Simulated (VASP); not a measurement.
# Al4Ru5 in VASP: relaxation of the atoms with PBEsol

Aim: the relaxation of the atoms of Al4Ru5 with PBEsol.

Program: VASP 6.6.1. These are calculated values, not measurements. Logs are shortened: lines on timing, memory, paths and dates and some standing lists are left out, and cuts for length are marked.

## (1) The cell of the first run

The cell holds a slab with vacuum, 9 atoms: a = 2.992 Å, b = 2.992 Å, c = 31.966 Å, α = 90.00°, β = 90.00°, γ = 90.00°.

## (2) Relaxation of the atoms, PBEsol

Input file INCAR:

```
SYSTEM = Al4Ru5
PREC = Accurate
ENCUT = 520
EDIFF = 1E-6
ISMEAR = 0
SIGMA = 0.1
LREAL = .FALSE.
LASPH = .TRUE.
NELM = 80
ALGO = Normal
ISIF = 2
LWAVE = .FALSE.
LCHARG = .FALSE.
LDIPOL = .TRUE.
IDIPOL = 3
DIPOL = 0.5 0.5 0.500
GGA = PS
IBRION = 2
NSW = 60
EDIFFG = -0.04
KPAR = 4
```

Input file KPOINTS:

```
Automatic mesh
0
G
  9 9 1
  0 0 0
```

Input file POSCAR:

```
Al4Ru5
1.0
    2.9916000000      0.0000000000      0.0000000000
    0.0000000000      2.9916000000      0.0000000000
    0.0000000000      0.0000000000     31.9663998047
Ru Al
5 4
Selective dynamics
Direct
    0.5000000000      0.5000000000      0.3128284718  F F F
    0.5000000000      0.5000000000      0.4064142359  F F F
    0.5000000000      0.5000000000      0.5000000000  T T T
    0.5000000000      0.5000000000      0.5935857641  T T T
    0.5000000000      0.5000000000      0.6871715282  T T T
    0.0000000000      0.0000000000      0.3596213492  F F F
    0.0000000000      0.0000000000      0.4532071133  F F F
    0.0000000000      0.0000000000      0.5467928867  T T T
    0.0000000000      0.0000000000      0.6403786508  T T T
```

Potentials or basis: VASP PAW PBE potentials, release 64 (Ru_pv, Al).

The run is started by

```sh
$ cat potpaw_PBE.64/Ru_pv/POTCAR potpaw_PBE.64/Al/POTCAR > POTCAR
$ mpirun -np 4 vasp_std > vasp.out
```

OUTCAR:

```text
SYSTEM = Al4Ru5
   PREC = Accurate
   ENCUT = 520
   EDIFF = 1E-6
   ISMEAR = 0
   LREAL = .FALSE.
   LASPH = .TRUE.
   NELM = 80
   ISIF = 2
   GGA = PS
   IBRION = 2
   NSW = 60
   EDIFFG = -0.04

 ion  position               nearest neighbor table
   1  0.500  0.500  0.313-   6 2.59   6 2.59   6 2.59   6 2.59   2 2.99
   2  0.500  0.500  0.406-   7 2.59   7 2.59   7 2.59   7 2.59   6 2.59   6 2.59   6 2.59   6 2.59
                             1 2.99   3 2.99
   3  0.500  0.500  0.500-   7 2.59   8 2.59   7 2.59   8 2.59   7 2.59   8 2.59   7 2.59   8 2.59
                             2 2.99   4 2.99
   4  0.500  0.500  0.594-   8 2.59   8 2.59   8 2.59   8 2.59   9 2.59   9 2.59   9 2.59   9 2.59
                             3 2.99   5 2.99
   5  0.500  0.500  0.687-   9 2.59   9 2.59   9 2.59   9 2.59   4 2.99
   6  0.000  0.000  0.360-   1 2.59   1 2.59   1 2.59   1 2.59   2 2.59   2 2.59   2 2.59   2 2.59
                             7 2.99
   7  0.000  0.000  0.453-   2 2.59   2 2.59   2 2.59   2 2.59   3 2.59   3 2.59   3 2.59   3 2.59
                             6 2.99   8 2.99
   8  0.000  0.000  0.547-   4 2.59   4 2.59   4 2.59   4 2.59   3 2.59   3 2.59   3 2.59   3 2.59
                             9 2.99   7 2.99
   9  0.000  0.000  0.640-   5 2.59   5 2.59   5 2.59   5 2.59   4 2.59   4 2.59   4 2.59   4 2.59
                             8 2.99

  LATTYP: Found a simple tetragonal cell.
 ALAT       =     2.9916000000
 C/A-ratio  =    10.6853856815

  Lattice vectors:

 A1 = (   2.9916000000,   0.0000000000,   0.0000000000)
 A2 = (   0.0000000000,   2.9916000000,   0.0000000000)
 A3 = (   0.0000000000,   0.0000000000,  31.9663998047)

Analysis of symmetry for initial positions (statically):
=====================================================================
 Subroutine PRICEL returns:
 Original cell was already a primitive cell.

 Routine SETGRP: Setting up the symmetry group for a
 simple tetragonal supercell.

 Subroutine GETGRP returns: Found 16 space group operations
 (whereof 16 operations were pure point group operations)
 out of a pool of 16 trial point group operations.

The static configuration has the point symmetry D_4h.

Analysis of symmetry for dynamics (positions and initial velocities):
=====================================================================
 Subroutine PRICEL returns:
 Original cell was already a primitive cell.

 Routine SETGRP: Setting up the symmetry group for a
 simple tetragonal supercell.

 Subroutine GETGRP returns: Found 16 space group operations
 (whereof 16 operations were pure point group operations)
 out of a pool of 16 trial point group operations.

The dynamic configuration has the point symmetry D_4h.

Analysis of constrained symmetry for selective dynamics:
=====================================================================
 Subroutine PRICEL returns:
 Original cell was already a primitive cell.

 Routine SETGRP: Setting up the symmetry group for a
 simple tetragonal supercell.

 Subroutine GETGRP returns: Found  8 space group operations
 (whereof  8 operations were pure point group operations)
 out of a pool of 16 trial point group operations.

The constrained configuration has the point symmetry C_4v.

 Subroutine INISYM returns: Found  8 space group operations
 (whereof  8 operations are pure point group operations),
 and found     1 'primitive' translations

----------------------------------------------------------------------------------------

                                     Primitive cell

  volume of cell :     286.0887

  direct lattice vectors                    reciprocal lattice vectors
     2.991600000  0.000000000  0.000000000     0.334269287  0.000000000  0.000000000
     0.000000000  2.991600000  0.000000000     0.000000000  0.334269287  0.000000000
     0.000000000  0.000000000 31.966399805     0.000000000  0.000000000  0.031282847

  length of vectors
     2.991600000  2.991600000 31.966399805     0.334269287  0.334269287  0.031282847

  position of ions in fractional coordinates (direct lattice)
     0.500000000  0.500000000  0.312828472
     0.500000000  0.500000000  0.406414236
     0.500000000  0.500000000  0.500000000
     0.500000000  0.500000000  0.593585764
     0.500000000  0.500000000  0.687171528
     0.000000000  0.000000000  0.359621349
     0.000000000  0.000000000  0.453207113
     0.000000000  0.000000000  0.546792887
     0.000000000  0.000000000  0.640378651

  ion indices of the primitive-cell ions
   primitive index   ion index
                 1           1
                 2           2
                 3           3
                 4           4
                 5           5
                 6           6
                 7           7
                 8           8
                 9           9

----------------------------------------------------------------------------------------

 KPOINTS: Automatic mesh

Automatic generation of k-mesh.
 Grid dimensions read from file:
 generate k-points for:    9    9    1

 Generating k-lattice:

  Cartesian coordinates                     Fractional coordinates (reciprocal lattice)
     0.037141032  0.000000000  0.000000000     0.111111111  0.000000000  0.000000000
     0.000000000  0.037141032  0.000000000     0.000000000  0.111111111  0.000000000
     0.000000000  0.000000000  0.031282847     0.000000000  0.000000000  1.000000000

  Length of vectors
     0.037141032  0.037141032  0.031282847

  Shift w.r.t. Gamma in fractional coordinates (k-lattice)
     0.000000000  0.000000000  0.000000000

 Subroutine IBZKPT returns following result:
 ===========================================

 Found     15 irreducible k-points:

 Following reciprocal coordinates:
            Coordinates               Weight
  0.000000  0.000000  0.000000      1.000000
  0.111111  0.000000  0.000000      4.000000
  0.222222  0.000000  0.000000      4.000000
  0.333333  0.000000  0.000000      4.000000
  0.444444  0.000000  0.000000      4.000000
  0.111111  0.111111  0.000000      4.000000
  0.222222  0.111111  0.000000      8.000000
  0.333333  0.111111  0.000000      8.000000
  0.444444  0.111111  0.000000      8.000000
  0.222222  0.222222  0.000000      4.000000
  0.333333  0.222222  0.000000      8.000000
  0.444444  0.222222  0.000000      8.000000
  0.333333  0.333333  0.000000      4.000000
  0.444444  0.333333  0.000000      8.000000
  0.444444  0.444444  0.000000      4.000000
   k-points           NKPTS =     15   k-points in BZ     NKDIM =     15   number of bands    NBANDS=     49
   number of dos      NEDOS =    301   number of ions     NIONS =      9
   total plane-waves  NPLWV = 138240
   dimension x,y,z NGX =    24 NGY =   24 NGZ =  240
   dimension x,y,z NGXF=    48 NGYF=   48 NGZF=  480
   ions per type =               5   4
   NGX,Y,Z   is equivalent  to a cutoff of  13.34, 13.34, 12.48 a.u.
   NGXF,Y,Z  is equivalent  to a cutoff of  26.67, 26.67, 24.96 a.u.
 SYSTEM =  Al4Ru5
   PREC   = accura    normal or accurate (medium, high low for compatibility)
   ISTART =      0    job   : 0-new  1-cont  2-samecut
   ICHARG =      2    charge: 1-file 2-atom 10-const
   ISPIN  =      1    spin polarized calculation?
   LNONCOLLINEAR =      F non collinear calculations
   LSORBIT =      F    spin-orbit coupling
   LASPH  =      T    aspherical Exc in radial PAW
   ENCUT  =  520.0 eV  38.22 Ry    6.18 a.u.   5.56  5.56 59.44*2*pi/ulx,y,z
   NELM   =     80;   NELMIN=  2; NELMDL= -5     # of ELM steps
   EDIFF  = 0.1E-05   stopping-criterion for ELM
   LREAL  =      F    real-space projection
   EDIFFG = -.4E-01   stopping-criterion for IOM
   NSW    =     60    number of steps for IOM
   IBRION =      2    ionic relax: 0-MD 1-quasi-New 2-CG
   NFREE  =      1    steps in history (QN), initial steepest desc. (CG)
   ISIF   =      2    stress and relaxation
   ISYM   =      2    0-nonsym 1-usesym 2-fastsym
   POTIM  = 0.5000    time-step for ionic-motion
   TEBEG  =    0.0;   TEEND  =   0.0 temperature during run
   PSTRESS=    0.0 pullay stress
   NELECT =      82.0000    total number of electrons
   NUPDOWN=      -1.0000    fix difference up-down
   EMIN   =  10.00;   EMAX   =-10.00  energy-range for DOS
   EFERMI =   0.00;   METHOD = LEGACY
   ISMEAR =     0;   SIGMA  =   0.10  broadening in eV -4-tet -1-fermi 0-gaus
   EFERMI_NEDOS =   21; number of points for ismear=-14 and -15
   IALGO  =     38    algorithm
   IMIX   =      4    mixing-type and parameters
     AMIX     =   0.40;   BMIX     =  1.00
     AMIX_MAG =   1.60;   BMIX_MAG =  1.00
  volume/ion in A,a.u.               =      31.79       214.51
  Fermi-wavevector in a.u.,A,eV,Ry     =   1.079392  2.039755 15.851972  1.165087
  Thomas-Fermi vector in A             =   2.215356
   LORBIT       =      0    0 simple, 1 ext, 2 COOP (PROOUT), +10 PAW based schemes
   GGA     = PS    functional components
   LHFCALC =     F    Hartree Fock is set to
   AEXX    =    0.0000 exact exchange contribution
   IVDW    =     0    specifies the selected vdW correction
   LEPSILON=     F    determine dielectric tensor
   LRPA    =     F    only Hartree local field effects (RPA)
 conjugate gradient relaxation of ions
 non-spin polarized calculation
 Gauss-broadening in eV      SIGMA  =   0.10
  energy-cutoff  :      520.00
  volume of cell :      286.09
 maximum number of plane-waves:      7767
 NGX is ok and might be reduce to    24
   NGX = 11   NGY = 11   NGZ =119

--------------------------------------- Ionic step        1  -------------------------------------------

 number of electron      81.9999989 magnetization

 Free energy of the ion-electron system (eV)
  ---------------------------------------------------
  ext. energy  EPLUGINS =         0.00000000
  ---------------------------------------------------
  free energy    TOTEN  =       -67.66875105 eV

  energy without entropy =      -67.60877037  energy(sigma->0) =      -67.63876071

------------------------ aborting loop because EDIFF is reached ----------------------------------------

  FORCE on cell =-STRESS in cart. coord.  units (eV):
  Direction    XX          YY          ZZ          XY          YZ          ZX
  --------------------------------------------------------------------------------------
  -------------------------------------------------------------------------------------
  Total       -8.3026675     -8.3026675     -6.2466331      0.0000000      0.0000000      0.0000000
  in kB      -46.4972697    -46.4972697    -34.9828999      0.0000000      0.0000000      0.0000000
  external PRESSURE =     -42.6591464 kB  Pullay stress =       0.0000000 kB
[... 110 lines left out ...]
  FREE ENERGIE OF THE ION-ELECTRON SYSTEM (eV)
  ---------------------------------------------------
  free  energy   TOTEN  =       -67.7199883858 eV

  energy  without entropy=      -67.6614797102  energy(sigma->0) =      -67.69073405

 vacuum level on the upper side and lower side of the slab       (xc-potential included)        -0.054         0.027

[... ionic steps 4 to 8 ...]

--------------------------------------- Ionic step        9  -------------------------------------------

 number of electron      81.9999988 magnetization

------------------------ aborting loop because EDIFF is reached ----------------------------------------
[... 75 lines left out ...]
  FREE ENERGIE OF THE ION-ELECTRON SYSTEM (eV)
  ---------------------------------------------------
  free  energy   TOTEN  =       -67.7477464653 eV

  energy  without entropy=      -67.6907572507  energy(sigma->0) =      -67.71925186

 dipolmoment           0.000000      0.000000      0.000817 electrons x Angstroem

--------------------------------------- Ionic step       11  -------------------------------------------

 number of electron      81.9999985 magnetization

 dipolmoment           0.000000      0.000000     -0.004346 electrons x Angstroem

 Free energy of the ion-electron system (eV)
  ---------------------------------------------------
  ext. energy  EPLUGINS =         0.00000000
  ---------------------------------------------------
  free energy    TOTEN  =       -67.75197318 eV

  energy without entropy =      -67.69593033  energy(sigma->0) =      -67.72395176

 E-fermi :   1.9952     XC(G=0):  -6.0642

 val. band max:        1.9856208354   @ k =   0.0000   0.0000   0.0000
 cond. band min:       1.9978401415   @ k =   0.4444   0.1111   0.0000
 fundamental gap:      0.0122193061
 Fermi energy:         1.9952323595

 k-point     1 :       0.0000    0.0000    0.0000
  band No.  band energies     occupation
      1     -40.0569      2.00000
      2     -39.9670      2.00000
      3     -39.8274      2.00000
      4     -39.8052      2.00000
      5     -39.8052      2.00000
      6     -39.8041      2.00000
[... 769 lines left out ...]
     48       5.4653      0.00000
     49       5.9525      0.00000

------------------------ aborting loop because EDIFF is reached ----------------------------------------

 vacuum level on the upper side and lower side of the slab       (xc-potential included)        -0.165        -0.097

  FORCE on cell =-STRESS in cart. coord.  units (eV):
  Direction    XX          YY          ZZ          XY          YZ          ZX
  --------------------------------------------------------------------------------------
  -------------------------------------------------------------------------------------
  Total       -6.0152325     -6.0152325     -2.2433912      0.0000000      0.0000000      0.0000000
  in kB      -33.6869912    -33.6869912    -12.5636205      0.0000000      0.0000000      0.0000000
  external PRESSURE =     -26.6458677 kB  Pullay stress =       0.0000000 kB
[... 24 lines left out ...]
  FREE ENERGIE OF THE ION-ELECTRON SYSTEM (eV)
  ---------------------------------------------------
  free  energy   TOTEN  =       -67.7519731823 eV

  energy  without entropy=      -67.6959303336  energy(sigma->0) =      -67.72395176

 reached required accuracy - stopping structural energy minimisation

 vacuum level on the upper side and lower side of the slab         6.317         6.377
```

It took 15 min on 4 MPI ranks of Intel Xeon Platinum 8375C at 2.90GHz (Ice Lake), shared host; peak memory 0.48 GiB.

What came out:

* Free energy: -67.7520 eV
* Energy gained by relaxing: 9.2 meV/atom
* Ionic steps: 11
* Band gap on the k mesh: zero (bands 41 and 42 overlap by 1.90 eV)

The path:
| step | energy change (eV) | largest force on free atoms (eV/Å) | pressure (GPa) |
| --- | --- | --- | --- |
| 1 | 0.0000 | 0.8464 | -4.27 |
| 2 | -0.0365 | 0.5326 | -4.01 |
| 3 | -0.0512 | 0.2017 | -3.69 |
| 4 | -0.0558 | 0.1840 | -3.61 |
| 5 | -0.0642 | 0.1755 | -3.35 |
| 6 | -0.0548 | 0.5976 | -2.80 |
| 7 | -0.0653 | 0.2677 | -3.23 |
| 8 | -0.0696 | 0.2094 | -3.17 |
| 9 | -0.0750 | 0.2875 | -2.96 |
| 10 | -0.0790 | 0.2154 | -2.89 |
| 11 | -0.0832 | 0.0243 | -2.66 |

Final structure:
```
Ru Al
1.0
     2.99160    0.00000    0.00000
     0.00000    2.99160    0.00000
     0.00000    0.00000   31.96640
Ru Al
5 4
Direct
  0.50000 0.50000 0.31283
  0.50000 0.50000 0.40641
  0.50000 0.50000 0.49867
  0.50000 0.50000 0.59096
  0.50000 0.50000 0.67968
  0.00000 0.00000 0.35962
  0.00000 0.00000 0.45321
  0.00000 0.00000 0.54391
  0.00000 0.00000 0.63637
```

Levels at points of the mesh, in eV from the Fermi level:
| k point | band 38 | band 39 | band 40 | band 41 | band 42 | band 43 | band 44 | band 45 |
| --- | --- | --- | --- | --- | --- | --- | --- | --- |
| (0.00, 0.00, 0.00) | -0.01 | 0.01 | 0.14 | 0.24 | 0.24 | 0.24 | 0.36 | 0.59 |

Caveat: the PAW data sets were made with another functional, which shifts forces and pressure a little.
